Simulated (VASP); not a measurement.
The system is Si2Mo.

```
CELL_PARAMETERS angstrom
-1.58926 1.58926 3.90412
1.58926 -1.58926 3.90412
1.58926 1.58926 -3.90412
ATOMIC_POSITIONS crystal
Mo 0.00000 0.00000 0.00000
Si 0.66700 0.66700 0.00000
Si 0.33300 0.33300 0.00000
```

Base run:

| Quantity | Value |
| --- | --- |
| Program | VASP 6.6.1 |
| Functional | r2SCAN |
| Potentials or basis | VASP PAW PBE potentials, release 64 (Mo_sv, Si) |
| Cutoff | 520 eV |
| k mesh | 12 × 12 × 12 |
| Occupations | fermi-dirac, width 0.05 eV |
| Spin | no spin polarisation |

Its results: band gap on the k mesh zero (bands 11 and 12 overlap by 1.13 eV); pressure 3.6 GPa; largest force 0.311 eV/Å.

The run is repeated on the same cell with these changes: functional from r2SCAN to LDA; potentials or basis from VASP PAW PBE potentials, release 64 (Mo_sv, Si) to VASP PAW LDA potentials, release 64 (Mo_sv, Si). What comes out?

Band gap on the k mesh zero (bands 11 and 12 overlap by 1.04 eV); pressure -1.2 GPa; largest force 0.334 eV/Å.

Caveats: the cell stands under pressure (at least some runs); the PAW data sets were made with another functional, which shifts forces and pressure a little (at least some runs).
